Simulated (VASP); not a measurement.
# MgCd3O4 (P4/mmm) in VASP: single point with PBE

Aim: the single point of MgCd3O4 with PBE.

Program: VASP 6.6.1. These are calculated values, not measurements. Logs are shortened: lines on timing, memory, paths and dates and some standing lists are left out, and cuts for length are marked.

### 1 The cell of the first run

Symmetry: P4/mmm, No. 123, tetragonal system. The conventional cell has a = 3.538 Å, b = 3.538 Å, c = 10.007 Å, α = 90.00°, β = 90.00°, γ = 90.00°. Within 3.3 Å of Mg (site symmetry 4/mmm) lie 6 O at 2.50 Å. Cd (site symmetry 4mm) has 6 O at 2.50 Å within 3.3 Å. Cd (site symmetry 4/mmm) has 6 O at 2.50 Å within 3.3 Å. O (site symmetry 4/mmm) has 6 Cd at 2.50 Å within 3.3 Å. O (site symmetry 4mm) has 1 Mg at 2.50 Å and 5 Cd at 2.50 Å within 3.3 Å. O (site symmetry 4/mmm) has 2 Cd at 2.50 Å and 4 Mg at 2.50 Å within 3.3 Å.

### 2 Single point, PBE, collinear spin, ferromagnetic start

Input file INCAR:

```
SYSTEM = MgCd3O4
  ALGO = Normal
  EDIFF = 1E-7
  ENCUT = 520
  GGA = PE
  ISIF = 2
  ISMEAR = 0
  ISPIN = 2
  LASPH = .TRUE.
  LCHARG = .FALSE.
  LORBIT = 11
  LREAL = .FALSE.
  LWAVE = .FALSE.
  MAGMOM = 0 0 0 0 1 1 1 1
  NBANDS = 45
  NELM = 150
  PREC = Accurate
  SIGMA = 0.1
```

Input file KPOINTS:

```
k-points
0
G
  6 6 2
  0 0 0
```

Input file POSCAR:

```
MgCd3O4
1.0
    3.5378538500      0.0000000000      0.0000000000
    0.0000000000      3.5378538500      0.0000000000
    0.0000000000      0.0000000000     10.0065617800
Mg Cd O
1 3 4
Direct
    0.5000000000      0.5000000000      0.5000000000
    0.0000000000      0.0000000000      0.7500000000
    0.5000000000      0.5000000000      0.0000000000
    0.0000000000      0.0000000000      0.2500000000
    0.0000000000      0.0000000000      0.0000000000
    0.5000000000      0.5000000000      0.2500000000
    0.0000000000      0.0000000000      0.5000000000
    0.5000000000      0.5000000000      0.7500000000
```

Potentials or basis: VASP PAW PBE potentials, release 64 (Mg, Cd, O).

Launch:

```console
$ cat potpaw_PBE.64/Mg/POTCAR potpaw_PBE.64/Cd/POTCAR potpaw_PBE.64/O/POTCAR > POTCAR
$ mpirun -np 1 vasp_std > vasp.out
```

OUTCAR:

```text
SYSTEM = MgCd3O4
   EDIFF = 1E-7
   ENCUT = 520
   GGA = PE
   ISIF = 2
   ISMEAR = 0
   ISPIN = 2
   LASPH = .TRUE.
   LORBIT = 11
   LREAL = .FALSE.
   NELM = 150
   PREC = Accurate

 ion  position               nearest neighbor table
   1  0.500  0.500  0.500-   6 2.50   8 2.50   7 2.50   7 2.50   7 2.50   7 2.50   4 3.54   4 3.54
                             2 3.54   4 3.54   2 3.54   2 3.54   4 3.54   2 3.54
   2  0.000  0.000  0.750-   5 2.50   7 2.50   8 2.50   8 2.50   8 2.50   8 2.50   3 3.54   3 3.54
                             1 3.54   3 3.54   1 3.54   1 3.54   3 3.54   1 3.54
   3  0.500  0.500  0.000-   6 2.50   8 2.50   5 2.50   5 2.50   5 2.50   5 2.50   4 3.54   4 3.54
                             2 3.54   4 3.54   2 3.54   2 3.54   4 3.54   2 3.54
   4  0.000  0.000  0.250-   5 2.50   7 2.50   6 2.50   6 2.50   6 2.50   6 2.50   3 3.54   3 3.54
                             1 3.54   3 3.54   1 3.54   1 3.54   3 3.54   1 3.54
   5  0.000  0.000  0.000-   2 2.50   4 2.50   3 2.50   3 2.50   3 2.50   3 2.50
   6  0.500  0.500  0.250-   1 2.50   3 2.50   4 2.50   4 2.50   4 2.50   4 2.50
   7  0.000  0.000  0.500-   2 2.50   4 2.50   1 2.50   1 2.50   1 2.50   1 2.50
   8  0.500  0.500  0.750-   1 2.50   3 2.50   2 2.50   2 2.50   2 2.50   2 2.50

  LATTYP: Found a simple tetragonal cell.
 ALAT       =     3.5378538500
 C/A-ratio  =     2.8284271211

  Lattice vectors:

 A1 = (   3.5378538500,   0.0000000000,   0.0000000000)
 A2 = (   0.0000000000,   3.5378538500,   0.0000000000)
 A3 = (   0.0000000000,   0.0000000000,  10.0065617800)

Analysis of symmetry for initial positions (statically):
=====================================================================
 Subroutine PRICEL returns:
 Original cell was already a primitive cell.

 Routine SETGRP: Setting up the symmetry group for a
 simple tetragonal supercell.

 Subroutine GETGRP returns: Found 16 space group operations
 (whereof 16 operations were pure point group operations)
 out of a pool of 16 trial point group operations.

The static configuration has the point symmetry D_4h.

Analysis of symmetry for dynamics (positions and initial velocities):
=====================================================================
 Subroutine PRICEL returns:
 Original cell was already a primitive cell.

 Routine SETGRP: Setting up the symmetry group for a
 simple tetragonal supercell.

 Subroutine GETGRP returns: Found 16 space group operations
 (whereof 16 operations were pure point group operations)
 out of a pool of 16 trial point group operations.

The dynamic configuration has the point symmetry D_4h.

Analysis of structural, dynamic, and magnetic symmetry:
=====================================================================
 Subroutine PRICEL returns:
 Original cell was already a primitive cell.

 Routine SETGRP: Setting up the symmetry group for a
 simple tetragonal supercell.

 Subroutine GETGRP returns: Found 16 space group operations
 (whereof 16 operations were pure point group operations)
 out of a pool of 16 trial point group operations.

The overall configuration has the point symmetry D_4h.

 Subroutine INISYM returns: Found 16 space group operations
 (whereof 16 operations are pure point group operations),
 and found     1 'primitive' translations

----------------------------------------------------------------------------------------

                                     Primitive cell

  volume of cell :     125.2462

  direct lattice vectors                    reciprocal lattice vectors
     3.537853850  0.000000000  0.000000000     0.282657239  0.000000000  0.000000000
     0.000000000  3.537853850  0.000000000     0.000000000  0.282657239  0.000000000
     0.000000000  0.000000000 10.006561780     0.000000000  0.000000000  0.099934425

  length of vectors
     3.537853850  3.537853850 10.006561780     0.282657239  0.282657239  0.099934425

  position of ions in fractional coordinates (direct lattice)
     0.500000000  0.500000000  0.500000000
     0.000000000  0.000000000  0.750000000
     0.500000000  0.500000000  0.000000000
     0.000000000  0.000000000  0.250000000
     0.000000000  0.000000000  0.000000000
     0.500000000  0.500000000  0.250000000
     0.000000000  0.000000000  0.500000000
     0.500000000  0.500000000  0.750000000

  ion indices of the primitive-cell ions
[... 65 lines left out ...]
   NGXF,Y,Z  is equivalent  to a cutoff of  26.31, 26.31, 26.58 a.u.
 SYSTEM =  MgCd3O4
   PREC   = accura    normal or accurate (medium, high low for compatibility)
   ISTART =      0    job   : 0-new  1-cont  2-samecut
   ICHARG =      2    charge: 1-file 2-atom 10-const
   ISPIN  =      2    spin polarized calculation?
   LNONCOLLINEAR =      F non collinear calculations
   LSORBIT =      F    spin-orbit coupling
   LASPH  =      T    aspherical Exc in radial PAW
   ENCUT  =  520.0 eV  38.22 Ry    6.18 a.u.   6.58  6.58 18.61*2*pi/ulx,y,z
   NELM   =    150;   NELMIN=  2; NELMDL= -5     # of ELM steps
   EDIFF  = 0.1E-06   stopping-criterion for ELM
   LREAL  =      F    real-space projection
   EDIFFG = 0.1E-05   stopping-criterion for IOM
   NSW    =      0    number of steps for IOM
   IBRION =     -1    ionic relax: 0-MD 1-quasi-New 2-CG
   NFREE  =      0    steps in history (QN), initial steepest desc. (CG)
   ISIF   =      2    stress and relaxation
   ISYM   =      2    0-nonsym 1-usesym 2-fastsym
   POTIM  = 0.5000    time-step for ionic-motion
   TEBEG  =    0.0;   TEEND  =   0.0 temperature during run
   PSTRESS=    0.0 pullay stress
   NELECT =      62.0000    total number of electrons
   NUPDOWN=      -1.0000    fix difference up-down
   EMIN   =  10.00;   EMAX   =-10.00  energy-range for DOS
   EFERMI =   0.00;   METHOD = LEGACY
   ISMEAR =     0;   SIGMA  =   0.10  broadening in eV -4-tet -1-fermi 0-gaus
   EFERMI_NEDOS =   21; number of points for ismear=-14 and -15
   IALGO  =     38    algorithm
   IMIX   =      4    mixing-type and parameters
     AMIX     =   0.40;   BMIX     =  1.00
     AMIX_MAG =   1.60;   BMIX_MAG =  1.00
  volume/ion in A,a.u.               =      15.66       105.65
  Fermi-wavevector in a.u.,A,eV,Ry     =   1.295042  2.447274 22.818789  1.677134
  Thomas-Fermi vector in A             =   2.426587
   LORBIT       =     11    0 simple, 1 ext, 2 COOP (PROOUT), +10 PAW based schemes
   GGA     = PE    functional components
   LHFCALC =     F    Hartree Fock is set to
   AEXX    =    0.0000 exact exchange contribution
   IVDW    =     0    specifies the selected vdW correction
   LEPSILON=     F    determine dielectric tensor
   LRPA    =     F    only Hartree local field effects (RPA)
 spin polarized calculation
 Gauss-broadening in eV      SIGMA  =   0.10
  energy-cutoff  :      520.00
  volume of cell :      125.25
 maximum number of plane-waves:      3413
 NGX is ok and might be reduce to    28
   NGX = 13   NGY = 13   NGZ = 37

 number of electron      62.0000015 magnetization      -0.0179890

 number of electron      62.0000015 magnetization       0.0001190

 Free energy of the ion-electron system (eV)
  ---------------------------------------------------
  ext. energy  EPLUGINS =         0.00000000
  ---------------------------------------------------
  free energy    TOTEN  =       -33.03986449 eV

  energy without entropy =      -33.03592730  energy(sigma->0) =      -33.03789590

 E-fermi :   0.6415     XC(G=0): -10.2275

 val. band max:        0.5663210614   @ k =   0.5000   0.0000   0.0000
 cond. band min:       1.5556875303   @ k =   0.1667   0.0000   0.0000
 fundamental gap:      0.9893664689
 Fermi energy:         0.6415465575

 spin component 1

 k-point     1 :       0.0000    0.0000    0.0000
  band No.  band energies     occupation
      1     -15.6109      1.00000
      2     -15.3765      1.00000
      3     -15.3255      1.00000
      4     -15.1123      1.00000
      5      -6.2165      1.00000
      6      -6.1262      1.00000
[... 909 lines left out ...]
     42       9.8102      0.00000
     43       9.8102      0.00000
 Fermi energy:         0.6415465575

 spin component 2

 k-point     1 :       0.0000    0.0000    0.0000
  band No.  band energies     occupation
      1     -15.6109      1.00000
      2     -15.3765      1.00000
      3     -15.3256      1.00000
      4     -15.1122      1.00000
      5      -6.2165      1.00000
      6      -6.1262      1.00000
[... 909 lines left out ...]
     42       9.8103      0.00000
     43       9.8103      0.00000
 [bands above 43 left out]

------------------------ aborting loop because EDIFF is reached ----------------------------------------

  FORCE on cell =-STRESS in cart. coord.  units (eV):
  Direction    XX          YY          ZZ          XY          YZ          ZX
  --------------------------------------------------------------------------------------
  -------------------------------------------------------------------------------------
  Total      -12.5098824    -12.5098824    -12.4811019      0.0000000      0.0000000     -0.0000000
  in kB     -160.0291705   -160.0291705   -159.6610037      0.0000000      0.0000000     -0.0000000
  external PRESSURE =    -159.9064482 kB  Pullay stress =       0.0000000 kB

 VOLUME and BASIS-vectors are now :
 -----------------------------------------------------------------------------
  energy-cutoff  :      520.00
  volume of cell :      125.25
      direct lattice vectors                 reciprocal lattice vectors
     3.537853850  0.000000000  0.000000000     0.282657239  0.000000000  0.000000000
     0.000000000  3.537853850  0.000000000     0.000000000  0.282657239  0.000000000
     0.000000000  0.000000000 10.006561780     0.000000000  0.000000000  0.099934425

 POSITION                                       TOTAL-FORCE (eV/Angst)
 -----------------------------------------------------------------------------------
      1.76893      1.76893      5.00328         0.000000      0.000000      0.000000
      0.00000      0.00000      7.50492         0.000000      0.000000     -0.013138
      1.76893      1.76893      0.00000         0.000000      0.000000      0.000000
      0.00000      0.00000      2.50164         0.000000      0.000000      0.013138
      0.00000      0.00000      0.00000         0.000000      0.000000      0.000000
      1.76893      1.76893      2.50164        -0.000000     -0.000000      0.524754
      0.00000      0.00000      5.00328         0.000000      0.000000      0.000000
      1.76893      1.76893      7.50492         0.000000      0.000000     -0.524754
 -----------------------------------------------------------------------------------
    total drift:                               -0.000000      0.000000     -0.000000

  FREE ENERGIE OF THE ION-ELECTRON SYSTEM (eV)
  ---------------------------------------------------
  free  energy   TOTEN  =       -33.0398644911 eV

  energy  without entropy=      -33.0359273010  energy(sigma->0) =      -33.03789590

 total charge

# of ion       s       p       d       tot
------------------------------------------
    1        0.108   0.075   0.022   0.205
    2        0.318   0.187   9.617  10.122
    3        0.314   0.185   9.620  10.118
    4        0.318   0.187   9.617  10.122
    5        1.576   3.275   0.000   4.851
    6        1.573   3.281   0.000   4.854
    7        1.561   3.303   0.000   4.864
    8        1.573   3.281   0.000   4.854
--------------------------------------------------
tot          7.341  13.774  28.875  49.990

 magnetization (x)

# of ion       s       p       d       tot
------------------------------------------
    1        0.000   0.000   0.000   0.000
    2        0.000   0.000  -0.000   0.000
    3        0.000   0.000  -0.000   0.000
    4        0.000   0.000  -0.000   0.000
    5       -0.000  -0.000   0.000  -0.000
    6       -0.000  -0.000   0.000  -0.000
    7        0.000  -0.000   0.000  -0.000
    8       -0.000  -0.000   0.000  -0.000
--------------------------------------------------
tot          0.000  -0.000  -0.000  -0.000
```

Wall time 6.7 min (1 thread of Intel Xeon 8259CL, shared host); peak memory 0.39 GiB.

Results:

```
Free energy                                           : -33.0399 eV
Pressure                                              : -16.0 GPa
Largest force                                         : 0.525 eV/Å
Band gap on the k mesh                                : zero (filled and empty bands overlap)
Net moment                                            : 0.00 μB per cell
Valence electrons inside the program's atomic spheres : Mg 0.20; Cd 10.12; O 4.85, 4.86 (each value once)
```

Forces in eV/Å, atoms in the order of the input:
```
Mg   0.000  0.000  0.000
Cd   0.000  0.000 -0.013
Cd   0.000  0.000  0.000
Cd   0.000  0.000  0.013
O    0.000  0.000  0.000
O    0.000  0.000  0.525
O    0.000  0.000  0.000
O    0.000  0.000 -0.525
```

Caveat: the cell stands under tension; semilocal functionals underestimate gaps, so a narrow gap can read as zero.
